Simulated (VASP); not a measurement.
A run of VASP 6.6.1 is set up as follows.

INCAR

```
PREC = Accurate ; ENCUT = 520
EDIFF = 1E-7 ; ISMEAR = 0
SIGMA = 0.05 ; LREAL = Auto
LASPH = T ; NELM = 80
ALGO = Normal ; ISIF = 2
LWAVE = F ; LCHARG = F
GGA = PE ; IVDW = 12
NBANDS = 72
```

Contents of KPOINTS:

```
Automatic mesh
0
Gamma
  3 3 3
```

POSCAR

```
Al
1.0
    8.1000000000      0.0000000000      0.0000000000
    0.0000000000      8.1000000000      0.0000000000
    0.0000000000      0.0000000000      8.1000000000
Al
33
Direct
    0.4997208642      0.0009850617     -0.0083177778
    0.7450530864      0.2460927160     -0.0063966667
    0.7299775309     -0.0127730864      0.2458543210
   -0.0002791358      0.0277912346     -0.0351650617
    0.2543877778      0.2460933333     -0.0063961728
    0.4997201235      0.4925125926     -0.0177065432
    0.7299888889      0.7468197531      0.0054400000
    0.2694645679     -0.0127734568      0.2458545679
    0.4997198765      0.2410230864      0.2425516049
    0.7176571605      0.4978177778      0.2384777778
    0.4997214815      0.0103846914      0.5001545679
    0.7505133333      0.2435296296      0.4912249383
    0.7450469136     -0.0009317284      0.7465632099
   -0.0002798765      0.4683253086      0.0214360494
    0.2694519753      0.7468201235      0.0054392593
   -0.0002785185      0.1513174074      0.2468953086
    0.2817808642      0.4978190123      0.2384796296
    0.4997207407      0.7459096296      0.2467520988
   -0.0002790123     -0.0287643210      0.5243233333
    0.2489271605      0.2435308642      0.4912244444
    0.4997206173      0.4880708642      0.5045948148
    0.7176467901      0.7541924691      0.4948591358
    0.2543951852     -0.0009309877      0.7465632099
    0.4997207407      0.2476969136      0.7449769136
    0.7505217284      0.5014380247      0.7491356790
   -0.0002793827      0.7579495062      0.2347049383
   -0.0002761728      0.6335888889      0.5657432099
    0.2817977778      0.7541946914      0.4948602469
   -0.0002793827      0.2685712346      0.7240843210
    0.2489206173      0.5014379012      0.7491367901
    0.4997216049      0.7501087654      0.7516576543
   -0.0002803704      0.7457235802      0.8413202469
   -0.0002824691      0.4268718519      0.3590832099
```

Potentials or basis: VASP PAW PBE potentials, release 64 (Al).

Launch:

```bash
$ cat potpaw_PBE.64/Al/POTCAR > POTCAR
$ mpirun -np 1 vasp_std > vasp.out
```

Problem. Predict the pressure.

Solution. 2.0 GPa.

Problem. Estimate the dispersion energy per atom.

Solution. -0.345 eV.

Problem. Estimate the largest force.

Solution. 0.008 eV/Å.

Problem. Estimate the band gap on the k mesh.

Solution. Zero (an odd number of electrons rules out a gap without spin polarisation).

Stress tensor (GPa, compression positive):
```
2.34 0.00 0.00
0.00 1.77 1.64
0.00 1.64 1.77
```
